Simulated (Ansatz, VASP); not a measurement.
## W in VASP and in Ansatz

The input POSCAR:

```
W
1.0
    2.8282695754      0.0000000000      0.0000000000
    0.0000000000      4.8960819983      0.0000000000
    0.0000000000      0.0000000000      4.9563032019
W
4
Direct
    0.7931720000      0.9368430000      0.7500000000
    0.2068280000      0.4368430000      0.7500000000
    0.2068280000      0.0631570000      0.2500000000
    0.7931720000      0.5631570000      0.2500000000
```

File INCAR.step1:

```
SYSTEM = W
PREC = Accurate
ENCUT = 520
ISMEAR = -1
SIGMA = 0.05
LREAL = .False.
LASPH = .True.
NELM = 100
NBANDS = 36
GGA = PE
ALGO = Normal
EDIFF = 1E-4
LWAVE = .True.
LCHARG = .False.
```

File INCAR.step2:

```
SYSTEM = W
PREC = Accurate
ENCUT = 520
EDIFF = 1E-7
ISMEAR = -1
SIGMA = 0.05
LREAL = .False.
LASPH = .True.
NELM = 100
ALGO = Normal
ISIF = 2
LWAVE = .False.
LCHARG = .True.
METAGGA = R2SCAN
LMIXTAU = .True.
LELF = .True.
LVHAR = .True.
NBANDS = 36
ISTART = 1
```

KPOINTS

```
Automatic mesh
0
Gamma
  9 6 6
  0 0 0
```

input.yaml

```yaml
crystal:
  lattice:
    - [2.8282695754, 0.0, 0.0]
    - [0.0, 4.8960819983, 0.0]
    - [0.0, 0.0, 4.9563032019]
  atoms:
    - { symbol: W, position: [0.793172, 0.936843, 0.75] }
    - { symbol: W, position: [0.206828, 0.436843, 0.75] }
    - { symbol: W, position: [0.206828, 0.063157, 0.25] }
    - { symbol: W, position: [0.793172, 0.563157, 0.25] }
hamiltonian:
  xc: r2scan
  pseudopotentials: { kind: paw }
kpoints:
  mp_grid: { grid: [9, 6, 6] }
scf:
  occupations: { method: fermi_dirac, width: 0.05 }
output:
  forces: true
  stress: true
  eigenvalues: true
  write_density: true
  write_potential: true
  elf: true
  volumetric_format: npy
```

Alike in both runs: task single point; functional r2SCAN; k mesh 9 × 6 × 6; occupations fermi-dirac, width 0.05 eV; no spin polarisation.

|  | VASP | Ansatz |
| --- | --- | --- |
| version | VASP 6.6.1 | Ansatz 0.2.0 |
| potentials or method | VASP PAW PBE potentials, release 64 (W_sv) | Ansatz PAW |
| plane-wave cutoff (eV) | 520 | 500 |
| valence electrons in the cell | 56 | 56 |

```tsv
	VASP	Ansatz	Ansatz less VASP
gap on the k mesh at the Fermi level (eV)	none	none	-
pressure (GPa)	-11.2	-12.0	-0.87
traceless stress, the component that is largest in VASP (GPa)	1.72	1.67	-0.044
rms of the force components (eV/Å)	0.109	0.109	+0.0002
```

VASP's potentials were made for PBE, not for r2SCAN. Atom by atom the forces differ by 0.001 eV/Å (rms over components). A gap of «none» marks a metal or a gap that the smearing closes.

Spin-orbit coupling is off throughout.
